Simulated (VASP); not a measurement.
# Te (P-3m1) in VASP: single point with LDA

Aim: the single point of Te with LDA.

Everything below comes from runs of VASP 6.6.1. Logs are shortened: lines on timing, memory, paths and dates and some standing lists are left out, and cuts for length are marked.

### 1 The cell of the first run

It takes space group P-3m1 (No. 164, trigonal). The conventional cell has a = 4.078 Å, b = 4.078 Å, c = 5.000 Å, α = 90.00°, β = 90.00°, γ = 120.00°. Within 4.1 Å of Te (site symmetry 3m) lie 12 Te at 3.13 to 4.08 Å.

### 2 Single point, LDA

Input file INCAR:

```
PREC     = Accurate       # precision mode
ENCUT    = 520            # plane-wave cutoff, eV
EDIFF    = 1E-6           # SCF threshold, eV
ISMEAR   = 1              # smearing method
SIGMA    = 0.1            # smearing width, eV
LREAL    = F              # projectors in reciprocal space
LASPH    = T              # aspherical terms in the spheres
NELM     = 80             # most SCF steps
ALGO     = Normal         # electronic algorithm
ISIF     = 2              # what is computed and relaxed
LWAVE    = F              # write WAVECAR
LCHARG   = F              # write CHGCAR
GGA      = CA             # functional
NBANDS   = 13             # bands
```

Input file KPOINTS:

```
regular mesh
0
Gamma
  8 8 6
```

Input file POSCAR:

```
Te
1.0
    4.0780000000      0.0000000000      0.0000000000
   -2.0390000000      3.5316520000      0.0000000000
    0.0000000000      0.0000000000      5.0000000000
Te
2
Direct
    0.6666666667      0.3333333333      0.2932000000
    0.3333333333      0.6666666667      0.7068000000
```

Potentials or basis: VASP PAW LDA potentials, release 64 (Te).

Run with:

```
> cat potpaw_LDA.64/Te/POTCAR > POTCAR
> mpirun -np 1 vasp_std > vasp.out
```

OUTCAR:

```text
PREC = Accurate
   ENCUT = 520
   EDIFF = 1E-6
   ISMEAR = 1
   LREAL = F
   LASPH = T
   NELM = 80
   ISIF = 2
   GGA = CA

 ion  position               nearest neighbor table
   1  0.667  0.333  0.293-   2 3.13   2 3.13   2 3.13
   2  0.333  0.667  0.707-   1 3.13   1 3.13   1 3.13

  LATTYP: Found a hexagonal cell.
 ALAT       =     4.0780000000
 C/A-ratio  =     1.2260912212

  Lattice vectors:

 A1 = (   4.0780000000,   0.0000000000,   0.0000000000)
 A2 = (  -2.0390000000,   3.5316520000,   0.0000000000)
 A3 = (   0.0000000000,   0.0000000000,   5.0000000000)

Analysis of symmetry for initial positions (statically):
=====================================================================
 Subroutine PRICEL returns:
 Original cell was already a primitive cell.

 Routine SETGRP: Setting up the symmetry group for a
 hexagonal supercell.

 Subroutine GETGRP returns: Found 12 space group operations
 (whereof 12 operations were pure point group operations)
 out of a pool of 24 trial point group operations.

The static configuration has the point symmetry D_3d.

Analysis of symmetry for dynamics (positions and initial velocities):
=====================================================================
 Subroutine PRICEL returns:
 Original cell was already a primitive cell.

 Routine SETGRP: Setting up the symmetry group for a
 hexagonal supercell.

 Subroutine GETGRP returns: Found 12 space group operations
 (whereof 12 operations were pure point group operations)
 out of a pool of 24 trial point group operations.

The dynamic configuration has the point symmetry D_3d.

 Subroutine INISYM returns: Found 12 space group operations
 (whereof 12 operations are pure point group operations),
 and found     1 'primitive' translations

----------------------------------------------------------------------------------------

                                     Primitive cell

  volume of cell :      72.0104

  direct lattice vectors                    reciprocal lattice vectors
     4.078000000  0.000000000  0.000000000     0.245218244  0.141576803  0.000000000
    -2.039000000  3.531652000  0.000000000     0.000000000  0.283153606  0.000000000
     0.000000000  0.000000000  5.000000000     0.000000000  0.000000000  0.200000000

  length of vectors
     4.078000000  4.078000349  5.000000000     0.283153631  0.283153606  0.200000000

  position of ions in fractional coordinates (direct lattice)
     0.666666667  0.333333333  0.293200000
     0.333333333  0.666666667  0.706800000

  ion indices of the primitive-cell ions
   primitive index   ion index
                 1           1
                 2           2

----------------------------------------------------------------------------------------

 KPOINTS: regular mesh

Automatic generation of k-mesh.
 Grid dimensions read from file:
 generate k-points for:    8    8    6

 Generating k-lattice:

  Cartesian coordinates                     Fractional coordinates (reciprocal lattice)
     0.030652281  0.017697100  0.000000000     0.125000000  0.000000000  0.000000000
     0.000000000  0.035394201  0.000000000     0.000000000  0.125000000  0.000000000
     0.000000000  0.000000000  0.033333333     0.000000000  0.000000000  0.166666667

  Length of vectors
     0.035394204  0.035394201  0.033333333

  Shift w.r.t. Gamma in fractional coordinates (k-lattice)
     0.000000000  0.000000000  0.000000000

 Subroutine IBZKPT returns following result:
 ===========================================

 Found     50 irreducible k-points:

 Following reciprocal coordinates:
            Coordinates               Weight
  0.000000  0.000000  0.000000      1.000000
  0.125000  0.000000  0.000000      6.000000
  0.250000  0.000000  0.000000      6.000000
  0.375000  0.000000  0.000000      6.000000
  0.500000  0.000000  0.000000      3.000000
  0.125000  0.125000  0.000000      6.000000
[... 16 lines left out ...]
 -0.125000  0.500000  0.166667     12.000000
  0.250000  0.250000  0.166667     12.000000
 [... further k-points ...]
   k-points           NKPTS =     50   k-points in BZ     NKDIM =     50   number of bands    NBANDS=     13
   number of dos      NEDOS =    301   number of ions     NIONS =      2
   total plane-waves  NPLWV =  36000
   dimension x,y,z NGX =    30 NGY =   30 NGZ =   40
   dimension x,y,z NGXF=    60 NGYF=   60 NGZF=   80
   ions per type =               2
   NGX,Y,Z   is equivalent  to a cutoff of  12.23, 12.23, 13.30 a.u.
   NGXF,Y,Z  is equivalent  to a cutoff of  24.46, 24.46, 26.60 a.u.
 SYSTEM =  unknown system
   PREC   = accura    normal or accurate (medium, high low for compatibility)
   ISTART =      0    job   : 0-new  1-cont  2-samecut
   ICHARG =      2    charge: 1-file 2-atom 10-const
   ISPIN  =      1    spin polarized calculation?
   LNONCOLLINEAR =      F non collinear calculations
   LSORBIT =      F    spin-orbit coupling
   LASPH  =      T    aspherical Exc in radial PAW
   ENCUT  =  520.0 eV  38.22 Ry    6.18 a.u.   7.58  7.58  9.30*2*pi/ulx,y,z
   NELM   =     80;   NELMIN=  2; NELMDL= -5     # of ELM steps
   EDIFF  = 0.1E-05   stopping-criterion for ELM
   LREAL  =      F    real-space projection
   EDIFFG = 0.1E-04   stopping-criterion for IOM
   NSW    =      0    number of steps for IOM
   IBRION =     -1    ionic relax: 0-MD 1-quasi-New 2-CG
   NFREE  =      0    steps in history (QN), initial steepest desc. (CG)
   ISIF   =      2    stress and relaxation
   ISYM   =      2    0-nonsym 1-usesym 2-fastsym
   POTIM  = 0.5000    time-step for ionic-motion
   TEBEG  =    0.0;   TEEND  =   0.0 temperature during run
   PSTRESS=    0.0 pullay stress
   NELECT =      12.0000    total number of electrons
   NUPDOWN=      -1.0000    fix difference up-down
   EMIN   =  10.00;   EMAX   =-10.00  energy-range for DOS
   EFERMI =   0.00;   METHOD = LEGACY
   ISMEAR =     1;   SIGMA  =   0.10  broadening in eV -4-tet -1-fermi 0-gaus
   EFERMI_NEDOS =   21; number of points for ismear=-14 and -15
   IALGO  =     38    algorithm
   IMIX   =      4    mixing-type and parameters
     AMIX     =   0.40;   BMIX     =  1.00
     AMIX_MAG =   1.60;   BMIX_MAG =  1.00
  volume/ion in A,a.u.               =      36.01       242.98
  Fermi-wavevector in a.u.,A,eV,Ry     =   0.900887  1.702429 11.042447  0.811597
  Thomas-Fermi vector in A             =   2.023900
   LORBIT       =      0    0 simple, 1 ext, 2 COOP (PROOUT), +10 PAW based schemes
   GGA     = CA    functional components
   LHFCALC =     F    Hartree Fock is set to
   AEXX    =    0.0000 exact exchange contribution
   IVDW    =     0    specifies the selected vdW correction
   LEPSILON=     F    determine dielectric tensor
   LRPA    =     F    only Hartree local field effects (RPA)
 non-spin polarized calculation
 Methfessel and Paxton  Order N= 1 SIGMA  =   0.10
  energy-cutoff  :      520.00
  volume of cell :       72.01
 maximum number of plane-waves:      1986
   NGX = 15   NGY = 15   NGZ = 19

 number of electron      11.9999997 magnetization

 Free energy of the ion-electron system (eV)
  ---------------------------------------------------
  ext. energy  EPLUGINS =         0.00000000
  ---------------------------------------------------
  free energy    TOTEN  =        -6.78326875 eV

  energy without entropy =       -6.78098088  energy(sigma->0) =       -6.78250612

 E-fermi :   5.1115     XC(G=0):  -9.1454

 val. band max:        5.1016955453   @ k =   0.2500   0.0000   0.3333
 cond. band min:       5.1220678387   @ k =   0.1250   0.1250   0.0000
 fundamental gap:      0.0203722935
 Fermi energy:         5.1115227266

 k-point     1 :       0.0000    0.0000    0.0000
  band No.  band energies     occupation
      1      -8.0068      2.00000
      2      -4.2639      2.00000
      3       0.9473      2.00000
      4       3.7398      2.00000
      5       3.7398      2.00000
      6       5.9213     -0.00000
      7       5.9213     -0.00000
      8       6.6884     -0.00000
      9       9.9659      0.00000
     10      10.9033      0.00000
     11      12.6406      0.00000
     12      12.6406      0.00000
     13      14.1657      0.00000

 k-point     2 :       0.1250    0.0000    0.0000
  band No.  band energies     occupation
      1      -7.8686      2.00000
      2      -4.3130      2.00000
      3       1.0941      2.00000
      4       3.0332      2.00000
      5       3.4513      2.00000
      6       5.4291     -0.00007
      7       6.1254     -0.00000
      8       6.8964     -0.00000
      9       9.9878      0.00000
     10      11.2757      0.00000
     11      12.1606      0.00000
     12      12.7616      0.00000
     13      13.8356      0.00000

 k-point     3 :       0.2500    0.0000    0.0000
  band No.  band energies     occupation
      1      -7.4728      2.00000
      2      -4.5184      2.00000
      3       1.5014      2.00000
      4       1.9720      2.00000
      5       2.9372      2.00000
      6       4.5218      2.00000
      7       6.3773     -0.00000
      8       6.3839     -0.00000
      9       9.5958      0.00000
     10      11.6573      0.00000
     11      12.7698      0.00000
     12      13.1936      0.00000
     13      13.4358      0.00000
[... 305 lines left out ...]
 k-point    23 :      -0.1250    0.5000    0.1667
  band No.  band energies     occupation
      1      -6.4697      2.00000
      2      -5.2758      2.00000
      3       0.7848      2.00000
      4       1.9540      2.00000
      5       2.2253      2.00000
      6       4.1306      2.00000
      7       5.4842     -0.00000
      8       6.0524     -0.00000
      9       9.3588      0.00000
     10      11.2067      0.00000
     11      12.9210      0.00000
     12      13.9347      0.00000
     13      15.0251      0.00000

 k-point    24 :       0.2500    0.2500    0.1667
  band No.  band energies     occupation
      1      -6.4972      2.00000
      2      -5.2282      2.00000
      3       1.1093      2.00000
      4       1.2491      2.00000
      5       2.4315      2.00000
      6       4.5605      2.00000
      7       5.0667      1.68096
      8       5.9862     -0.00000
      9      10.8697      0.00000
     10      10.9626      0.00000
     11      11.5703      0.00000
     12      14.0525      0.00000
     13      14.8268      0.00000

 [... further k-points ...]

------------------------ aborting loop because EDIFF is reached ----------------------------------------

  FORCE on cell =-STRESS in cart. coord.  units (eV):
  Direction    XX          YY          ZZ          XY          YZ          ZX
  --------------------------------------------------------------------------------------
  -------------------------------------------------------------------------------------
  Total       -2.7272039     -2.7272045     -3.4904918      0.0000000     -0.0000000      0.0000000
  in kB      -60.6782514    -60.6782652    -77.6608385      0.0000000     -0.0000000      0.0000000
  external PRESSURE =     -66.3391184 kB  Pullay stress =       0.0000000 kB

 VOLUME and BASIS-vectors are now :
 -----------------------------------------------------------------------------
  energy-cutoff  :      520.00
  volume of cell :       72.01
      direct lattice vectors                 reciprocal lattice vectors
     4.078000000  0.000000000  0.000000000     0.245218244  0.141576803  0.000000000
    -2.039000000  3.531652000  0.000000000     0.000000000  0.283153606  0.000000000
     0.000000000  0.000000000  5.000000000     0.000000000  0.000000000  0.200000000

 POSITION                                       TOTAL-FORCE (eV/Angst)
 -----------------------------------------------------------------------------------
      2.03900      1.17722      1.46600        -0.000000      0.000000     -0.217076
     -0.00000      2.35443      3.53400         0.000000     -0.000000      0.217076
 -----------------------------------------------------------------------------------
    total drift:                               -0.000000      0.000000      0.000000

  FREE ENERGIE OF THE ION-ELECTRON SYSTEM (eV)
  ---------------------------------------------------
  free  energy   TOTEN  =        -6.7832687462 eV

  energy  without entropy=       -6.7809808825  energy(sigma->0) =       -6.78250612
```

Wall time 19 s (1 thread of AMD EPYC 7R13 (Zen 3), shared host); peak memory 0.14 GiB.

Results:

```
Free energy            : -6.7833 eV
Pressure               : -6.6 GPa
Largest force          : 0.217 eV/Å
Band gap on the k mesh : zero (band 6 reaches 5.92 eV, above the bottom of band 7 at 4.50 eV)
```

Forces on the atoms (eV/Å):
```
Te   0.000  0.000 -0.217
Te   0.000  0.000  0.217
```

Stress tensor (GPa, compression positive):
```
-6.07  0.00  0.00
 0.00 -6.07  0.00
 0.00  0.00 -7.77
```

Caveat: spin-orbit coupling is left out, which moves the levels of the heavy elements.
